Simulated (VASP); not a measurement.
W:

```
W
1.0
    -1.58234    1.58234    1.58234
     1.58234   -1.58234    1.58234
     1.58234    1.58234   -1.58234
W
1
Direct
  0.00000 0.00000 0.00000
```

* Program: VASP 6.6.1
* Task: relaxation of cell and atoms
* Functional: PBE
* Potentials or basis: VASP PAW PBE potentials, release 64 (W_sv)
* Cutoff: 600 eV
* k mesh: 14 × 14 × 14
* Occupations: fermi-dirac, width 0.1 eV
* Spin: no spin polarisation

At the start: pressure 6.5 GPa; volume 15.85 Å³/atom.

Q: How do energy, volume and symmetry change on relaxing?

A: Over 4 steps the energy falls by 6.5 meV/atom and the volume is 16.17 Å³/atom (+2.1 %); space group Im-3m (No. 229, to 0.05 Å).

Step by step:
```
step  energy change (eV)  largest force (eV/Å)  pressure (GPa)  volume (Å³)
   1              0.0000                0.0000            6.47        15.85
   2              0.0668                0.0000          -18.60        17.36
   3             -0.0065                0.0000           -0.19        16.18
   4             -0.0065                0.0000           -0.01        16.17
```

Final structure:
```
W
1.0
    -1.59315    1.59315    1.59315
     1.59315   -1.59315    1.59315
     1.59315    1.59315   -1.59315
W
1
Direct
  0.00000 0.00000 0.00000
```
